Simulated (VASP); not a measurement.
# Pt (Fm-3m) in VASP: further runs

Pt is run at these levels: LDA; tasks: single point, relaxation of cell and atoms.

All numbers are computed with VASP 6.6.1; they aren't measurements. Logs are shortened: lines on timing, memory, paths and dates and some standing lists are left out, and cuts for length are marked.

**1. The cell of the first run**

It takes space group Fm-3m (No. 225, cubic). Conventional cell: a = 3.895 Å, b = 3.895 Å, c = 3.895 Å, α = 90.00°, β = 90.00°, γ = 90.00°. Within 3.6 Å of Pt (site symmetry m-3m) lie 12 Pt at 2.75 Å.

**2. Single point, LDA**

File INCAR:

```
SYSTEM = Pt
  PREC = Accurate
  ENCUT = 500
  EDIFF = 1E-6
  ISMEAR = -1
  SIGMA = 0.08
  LREAL = .FALSE.
  LASPH = .TRUE.
  NELM = 120
  ALGO = Normal
  ISIF = 2
  LWAVE = .FALSE.
  LCHARG = .FALSE.
  GGA = CA
  NBANDS = 11
  GGA_COMPAT = .FALSE.
```

File KPOINTS:

```
regular mesh
0
G
  19 19 19
  0 0 0
```

File POSCAR:

```
Pt
1.0
    0.0000000000      1.9472788897      1.9472788897
    1.9472788897      0.0000000000      1.9472788897
    1.9472788897      1.9472788897      0.0000000000
Pt
1
Direct
    0.0000000000      0.0000000000      0.0000000000
```

Potentials or basis: VASP PAW LDA potentials, release 64 (Pt).

The run is started by

```console
$ cat potpaw_LDA.64/Pt/POTCAR > POTCAR
$ mpirun -np 1 vasp_std > vasp.out
```

OUTCAR:

```text
SYSTEM = Pt
   PREC = Accurate
   ENCUT = 500
   EDIFF = 1E-6
   ISMEAR = -1
   LREAL = .FALSE.
   LASPH = .TRUE.
   NELM = 120
   ISIF = 2
   GGA = CA

 ion  position               nearest neighbor table
   1  0.000  0.000  0.000-

  LATTYP: Found a face centered cubic cell.
 ALAT       =     3.8945577794

  Lattice vectors:

 A1 = (   0.0000000000,   1.9472788897,   1.9472788897)
 A2 = (   1.9472788897,   0.0000000000,   1.9472788897)
 A3 = (   1.9472788897,   1.9472788897,   0.0000000000)

Analysis of symmetry for initial positions (statically):
=====================================================================
 Subroutine PRICEL returns:
 Original cell was already a primitive cell.

 Routine SETGRP: Setting up the symmetry group for a
 face centered cubic supercell.

 Subroutine GETGRP returns: Found 48 space group operations
 (whereof 48 operations were pure point group operations)
 out of a pool of 48 trial point group operations.

The static configuration has the point symmetry O_h .

Analysis of symmetry for dynamics (positions and initial velocities):
=====================================================================
 Subroutine PRICEL returns:
 Original cell was already a primitive cell.

 Routine SETGRP: Setting up the symmetry group for a
 face centered cubic supercell.

 Subroutine GETGRP returns: Found 48 space group operations
 (whereof 48 operations were pure point group operations)
 out of a pool of 48 trial point group operations.

The dynamic configuration has the point symmetry O_h .

 Subroutine INISYM returns: Found 48 space group operations
 (whereof 48 operations are pure point group operations),
 and found     1 'primitive' translations

----------------------------------------------------------------------------------------

                                     Primitive cell

  volume of cell :      14.7678

  direct lattice vectors                    reciprocal lattice vectors
     0.000000000  1.947278890  1.947278890    -0.256768562  0.256768562  0.256768562
     1.947278890  0.000000000  1.947278890     0.256768562 -0.256768562  0.256768562
     1.947278890  1.947278890  0.000000000     0.256768562  0.256768562 -0.256768562

  length of vectors
     2.753868216  2.753868216  2.753868216     0.444736195  0.444736195  0.444736195

  position of ions in fractional coordinates (direct lattice)
     0.000000000  0.000000000  0.000000000

  ion indices of the primitive-cell ions
   primitive index   ion index
                 1           1

----------------------------------------------------------------------------------------

 KPOINTS: regular mesh

Automatic generation of k-mesh.
 Grid dimensions read from file:
 generate k-points for:   19   19   19

 Generating k-lattice:

  Cartesian coordinates                     Fractional coordinates (reciprocal lattice)
    -0.013514135  0.013514135  0.013514135     0.052631579  0.000000000  0.000000000
     0.013514135 -0.013514135  0.013514135     0.000000000  0.052631579  0.000000000
     0.013514135  0.013514135 -0.013514135     0.000000000  0.000000000  0.052631579

  Length of vectors
     0.023407168  0.023407168  0.023407168

  Shift w.r.t. Gamma in fractional coordinates (k-lattice)
     0.000000000  0.000000000  0.000000000

 Subroutine IBZKPT returns following result:
 ===========================================

 Found    220 irreducible k-points:

 Following reciprocal coordinates:
            Coordinates               Weight
  0.000000  0.000000  0.000000      1.000000
  0.052632  0.000000  0.000000      8.000000
  0.105263  0.000000  0.000000      8.000000
  0.157895  0.000000  0.000000      8.000000
  0.210526  0.000000  0.000000      8.000000
  0.263158  0.000000  0.000000      8.000000
[... 16 lines left out ...]
 -0.315789  0.052632  0.000000     24.000000
 -0.263158  0.052632  0.000000     24.000000
 [... further k-points ...]
   k-points           NKPTS =    220   k-points in BZ     NKDIM =    220   number of bands    NBANDS=     11
   number of dos      NEDOS =    301   number of ions     NIONS =      1
   total plane-waves  NPLWV =   8000
   dimension x,y,z NGX =    20 NGY =   20 NGZ =   20
   dimension x,y,z NGXF=    40 NGYF=   40 NGZF=   40
   ions per type =               1
   NGX,Y,Z   is equivalent  to a cutoff of  12.07, 12.07, 12.07 a.u.
   NGXF,Y,Z  is equivalent  to a cutoff of  24.15, 24.15, 24.15 a.u.
 SYSTEM =  Pt
   PREC   = accura    normal or accurate (medium, high low for compatibility)
   ISTART =      0    job   : 0-new  1-cont  2-samecut
   ICHARG =      2    charge: 1-file 2-atom 10-const
   ISPIN  =      1    spin polarized calculation?
   LNONCOLLINEAR =      F non collinear calculations
   LSORBIT =      F    spin-orbit coupling
   LASPH  =      T    aspherical Exc in radial PAW
   ENCUT  =  500.0 eV  36.75 Ry    6.06 a.u.   5.02  5.02  5.02*2*pi/ulx,y,z
   NELM   =    120;   NELMIN=  2; NELMDL= -5     # of ELM steps
   EDIFF  = 0.1E-05   stopping-criterion for ELM
   LREAL  =      F    real-space projection
   EDIFFG = 0.1E-04   stopping-criterion for IOM
   NSW    =      0    number of steps for IOM
   IBRION =     -1    ionic relax: 0-MD 1-quasi-New 2-CG
   NFREE  =      0    steps in history (QN), initial steepest desc. (CG)
   ISIF   =      2    stress and relaxation
   ISYM   =      2    0-nonsym 1-usesym 2-fastsym
   POTIM  = 0.5000    time-step for ionic-motion
   TEBEG  =    0.0;   TEEND  =   0.0 temperature during run
   PSTRESS=    0.0 pullay stress
   NELECT =      10.0000    total number of electrons
   NUPDOWN=      -1.0000    fix difference up-down
   EMIN   =  10.00;   EMAX   =-10.00  energy-range for DOS
   EFERMI =   0.00;   METHOD = LEGACY
   ISMEAR =    -1;   SIGMA  =   0.08  broadening in eV -4-tet -1-fermi 0-gaus
   EFERMI_NEDOS =   21; number of points for ismear=-14 and -15
   IALGO  =     38    algorithm
   IMIX   =      4    mixing-type and parameters
     AMIX     =   0.40;   BMIX     =  1.00
     AMIX_MAG =   1.60;   BMIX_MAG =  1.00
  volume/ion in A,a.u.               =      14.77        99.66
  Fermi-wavevector in a.u.,A,eV,Ry     =   1.437595  2.716661 28.118896  2.066681
  Thomas-Fermi vector in A             =   2.556656
   LORBIT       =      0    0 simple, 1 ext, 2 COOP (PROOUT), +10 PAW based schemes
   GGA     = CA    functional components
   LHFCALC =     F    Hartree Fock is set to
   AEXX    =    0.0000 exact exchange contribution
   IVDW    =     0    specifies the selected vdW correction
   LEPSILON=     F    determine dielectric tensor
   LRPA    =     F    only Hartree local field effects (RPA)
 non-spin polarized calculation
  energy-cutoff  :      500.00
  volume of cell :       14.77
 maximum number of plane-waves:       383
   NGX =  9   NGY =  9   NGZ =  9

 number of electron      10.0000000 magnetization

 Free energy of the ion-electron system (eV)
  ---------------------------------------------------
  ext. energy  EPLUGINS =         0.00000000
  ---------------------------------------------------
  free energy    TOTEN  =        -7.52532645 eV

  energy without entropy =       -7.48935199  energy(sigma->0) =       -7.50733922

 E-fermi :  11.5510     XC(G=0): -13.8094

 val. band max:       11.5473988573   @ k =   0.4211   0.1579   0.0000
 cond. band min:      11.5536696852   @ k =  -0.4211   0.3158   0.0526
 fundamental gap:      0.0062708279
 Fermi energy:        11.5510174673

 k-point     1 :       0.0000    0.0000    0.0000
  band No.  band energies     occupation
      1       1.0696      2.00000
      2       7.6029      2.00000
      3       7.6029      2.00000
      4       7.6029      2.00000
      5       9.8727      2.00000
      6       9.8727      2.00000
      7      26.1118      0.00000
      8      31.1534      0.00000
      9      31.1534      0.00000
     10      31.1534      0.00000
     11      36.6837      0.00000

 k-point     2 :       0.0526    0.0000    0.0000
  band No.  band energies     occupation
      1       1.1840      2.00000
      2       7.5502      2.00000
      3       7.6493      2.00000
      4       7.6493      2.00000
      5       9.8455      2.00000
      6       9.8455      2.00000
      7      26.2947      0.00000
      8      30.5555      0.00000
      9      31.3328      0.00000
     10      31.3328      0.00000
     11      37.3609      0.00000

 k-point     3 :       0.1053    0.0000    0.0000
  band No.  band energies     occupation
      1       1.5176      2.00000
      2       7.4128      2.00000
      3       7.7732      2.00000
      4       7.7732      2.00000
      5       9.7846      2.00000
      6       9.7846      2.00000
      7      26.8004      0.00000
      8      29.2674      0.00000
      9      31.8569      0.00000
     10      31.8569      0.00000
     11      38.3524      0.00000

 k-point     4 :       0.1579    0.0000    0.0000
  band No.  band energies     occupation
      1       2.0377      2.00000
      2       7.2511      2.00000
      3       7.9221      2.00000
      4       7.9221      2.00000
      5       9.7537      2.00000
      6       9.7537      2.00000
      7      27.4774      0.00000
      8      27.7815      0.00000
      9      32.6814      0.00000
     10      32.6814      0.00000
     11      37.0454      0.00000
[... 239 lines left out ...]
 k-point    22 :      -0.3684    0.0526    0.0000
  band No.  band energies     occupation
      1       4.0428      2.00000
      2       7.6341      2.00000
      3       7.7412      2.00000
      4       8.9190      2.00000
      5      10.9028      1.99940
      6      11.6342      0.52232
      7      20.1245      0.00000
      8      26.4436      0.00000
      9      30.8785      0.00000
     10      32.3237      0.00000
     11      37.6806      0.00000

 k-point    23 :      -0.3158    0.0526    0.0000
  band No.  band energies     occupation
      1       3.9129      2.00000
      2       7.7522      2.00000
      3       7.8728      2.00000
      4       7.9953      2.00000
      5      10.4146      2.00000
      6      11.1405      1.98825
      7      22.0661      0.00000
      8      27.0829      0.00000
      9      31.7460      0.00000
     10      33.8592      0.00000
     11      35.9797      0.00000

 k-point    24 :      -0.2632    0.0526    0.0000
  band No.  band energies     occupation
      1       3.5622      2.00000
      2       7.3121      2.00000
      3       7.9416      2.00000
      4       8.0101      2.00000
      5       9.9474      2.00000
      6      10.6601      1.99997
      7      23.9848      0.00000
      8      27.7992      0.00000
      9      32.6476      0.00000
     10      34.5550      0.00000
     11      35.6935      0.00000

 [... further k-points ...]
[... 5 lines left out ...]
  --------------------------------------------------------------------------------------
  -------------------------------------------------------------------------------------
  Total        0.0740120      0.0740120      0.0740120     -0.0000000      0.0000000      0.0000000
  in kB        8.0296846      8.0296846      8.0296846     -0.0000000      0.0000000      0.0000000
  external PRESSURE =       8.0296846 kB  Pullay stress =       0.0000000 kB

 VOLUME and BASIS-vectors are now :
 -----------------------------------------------------------------------------
  energy-cutoff  :      500.00
  volume of cell :       14.77
      direct lattice vectors                 reciprocal lattice vectors
     0.000000000  1.947278890  1.947278890    -0.256768562  0.256768562  0.256768562
     1.947278890  0.000000000  1.947278890     0.256768562 -0.256768562  0.256768562
     1.947278890  1.947278890  0.000000000     0.256768562  0.256768562 -0.256768562

 POSITION                                       TOTAL-FORCE (eV/Angst)
 -----------------------------------------------------------------------------------
      0.00000      0.00000      0.00000         0.000000      0.000000      0.000000
 -----------------------------------------------------------------------------------
    total drift:                               -0.000000     -0.000000     -0.000000

  FREE ENERGIE OF THE ION-ELECTRON SYSTEM (eV)
  ---------------------------------------------------
  free  energy   TOTEN  =        -7.5253264504 eV

  energy  without entropy=       -7.4893519950  energy(sigma->0) =       -7.50733922
```

Wall time 25 s (1 thread of AMD EPYC 7R43 (Zen 3), shared host); peak memory 0.11 GiB.

Results:

* Free energy: -7.5253 eV
* Pressure: 0.8 GPa
* Band gap on the k mesh: zero (bands 5 and 6 overlap by 2.28 eV)

Levels at points of the mesh, in eV from the Fermi level:
| k point | band 1 | band 2 | band 3 | band 4 | band 5 | band 6 | band 7 | band 8 | band 9 | band 10 |
| --- | --- | --- | --- | --- | --- | --- | --- | --- | --- | --- |
| (0.00, 0.00, 0.00) | -10.48 | -3.95 | -3.95 | -3.95 | -1.68 | -1.68 | 14.56 | 19.60 | 19.60 | 19.60 |

Caveat: spin-orbit coupling is left out, which moves the levels of the heavy elements.

**3. Relaxation of cell and atoms, LDA**

This run uses another cell than the first one, of 15.09 Å³/atom.

File INCAR:

```
SYSTEM = Pt
PREC = Accurate
ENCUT = 500
EDIFF = 1E-7
ISMEAR = -1
SIGMA = 0.08
LREAL = .FALSE.
LASPH = .TRUE.
NELM = 120
ALGO = Normal
ISIF = 3
LWAVE = .FALSE.
LCHARG = .FALSE.
IBRION = 2
NSW = 60
EDIFFG = -0.005
GGA_COMPAT = .FALSE.
NELMIN = 4
```

File KPOINTS:

```
Automatic mesh
0
G
  19 19 19
  0 0 0
```

File POSCAR:

```
Pt
1.0
    0.0000000000      1.9613408845      1.9613408845
    1.9613408845      0.0000000000      1.9613408845
    1.9613408845      1.9613408845      0.0000000000
Pt
1
Direct
    0.0000000000      0.0000000000      0.0000000000
```

Potentials or basis: VASP PAW LDA potentials, release 64 (Pt).

The run is started by

```console
$ cat potpaw_LDA.64/Pt/POTCAR > POTCAR
$ mpirun -np 1 vasp_std > vasp.out
```

Wall time 54 s (1 thread of AMD EPYC 7R43 (Zen 3), shared host); peak memory 0.12 GiB.

The run converged. Its results:

- Free energy: -7.5257 eV
- Relaxed volume: 14.81 Å³/atom
- Relaxed cell: a = 2.756 Å, b = 2.756 Å, c = 2.756 Å, α = 60.00°, β = 60.00°, γ = 60.00°
- Space group after relaxing (to 0.1 Å): Fm-3m (No. 225)
- Energy gained by relaxing: 5.0 meV/atom
- Ionic steps: 4
- Pressure after relaxing: 0.0 GPa
- Band gap on the k mesh: zero (bands 5 and 6 overlap by 2.27 eV)

Step by step:
| step | energy change (eV) | largest force (eV/Å) | pressure (GPa) | volume (Å³) |
| --- | --- | --- | --- | --- |
| 1 | 0.0000 | 0.0000 | -5.51 | 15.09 |
| 2 | 0.0440 | 0.0000 | 20.32 | 13.98 |
| 3 | -0.0050 | 0.0000 | -0.14 | 14.81 |
| 4 | -0.0050 | 0.0000 | -0.01 | 14.81 |

Final structure:
```
Pt
1.0
     0.00000    1.94897    1.94897
     1.94897    0.00000    1.94897
     1.94897    1.94897    0.00000
Pt
1
Direct
  0.00000 0.00000 0.00000
```

Levels at points of the mesh, in eV from the Fermi level:
```csv
k point,band 2,band 3,band 4,band 5,band 6,band 7,band 8,band 9
"(0.00, 0.00, 0.00)",-3.93,-3.93,-3.93,-1.67,-1.67,14.57,19.60,19.60
```

Caveat: spin-orbit coupling is left out, which moves the levels of the heavy elements.
